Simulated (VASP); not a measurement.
A run of VASP 6.6.1 is set up as follows.

The input INCAR:

```
PREC = Accurate
ENCUT = 520
EDIFF = 1E-6
ISMEAR = 0
SIGMA = 0.1
LREAL = Auto
LASPH = True
NELM = 60
ALGO = Normal
ISIF = 2
LWAVE = False
LCHARG = True
LDIPOL = True
IDIPOL = 3
DIPOL = 0.5 0.5 0.499
GGA = PE
LELF = True
LVHAR = True
LVACPOTAV = True
NBANDS = 114
```

Contents of KPOINTS:

```
regular mesh
0
Gamma
  4 4 1
```

The input POSCAR:

```
TiC
1.0
    6.1276785472      0.0000000000      0.0000000000
   -3.0638392736      5.3067252881      0.0000000000
    0.0000000000      0.0000000000     22.2540357286
C Ti
12 12
Direct
    0.1666666667      0.3333333333      0.3594853580
    0.1666666667      0.8333333333      0.3594853580
    0.6666666667      0.3333333333      0.3594853580
    0.6666666667      0.8333333333      0.3594853580
    0.5000000000      0.5000000000      0.4718970716
    0.5000000000      0.0000000000      0.4718970716
    0.0000000000      0.5000000000      0.4718970716
    0.0000000000      0.0000000000      0.4718970716
    0.8333333333      0.6666666667      0.5878780954
    0.8333333333      0.1666666667      0.5878780954
    0.3333333333      0.6666666667      0.5878780954
    0.3333333333      0.1666666667      0.5878780954
    0.3333333333      0.1666666667      0.4156912148
    0.3333333333      0.6666666667      0.4156912148
    0.8333333333      0.1666666667      0.4156912148
    0.8333333333      0.6666666667      0.4156912148
    0.6666666667      0.3333333333      0.5266670609
    0.6666666667      0.8333333333      0.5266670609
    0.1666666667      0.3333333333      0.5266670609
    0.1666666667      0.8333333333      0.5266670609
    0.0000000000      0.5000000000      0.6342829598
    0.0000000000      0.0000000000      0.6342829598
    0.5000000000      0.5000000000      0.6342829598
    0.5000000000      0.0000000000      0.6342829598
```

Potentials or basis: VASP PAW PBE potentials, release 64 (C, Ti_sv).

The run is started by

```bash
$ cat potpaw_PBE.64/C/POTCAR potpaw_PBE.64/Ti_sv/POTCAR > POTCAR
$ mpirun -np 1 vasp_std > vasp.out
```

Task: Estimate the band gap on the k mesh.

Result: Zero (bands 96 and 97 overlap by 0.33 eV).

Task: Predict the largest force.

Result: 0.882 eV/Å.

Forces in eV/Å, atoms in the order of the input:
```
C    0.000  0.000  0.882
C    0.000  0.000  0.882
C    0.000  0.000  0.882
C    0.000  0.000  0.882
C    0.000  0.000 -0.200
C    0.000  0.000 -0.200
C    0.000  0.000 -0.200
C    0.000  0.000 -0.200
C    0.000  0.000 -0.017
C    0.000  0.000 -0.017
C    0.000  0.000 -0.017
C    0.000  0.000 -0.017
Ti   0.000  0.000 -0.713
Ti   0.000  0.000 -0.713
Ti   0.000  0.000 -0.713
Ti   0.000  0.000 -0.713
Ti   0.000  0.000  0.015
Ti   0.000  0.000  0.015
Ti   0.000  0.000  0.015
Ti   0.000  0.000  0.015
Ti   0.000  0.000  0.033
Ti   0.000  0.000  0.033
Ti   0.000  0.000  0.033
Ti   0.000  0.000  0.033
```
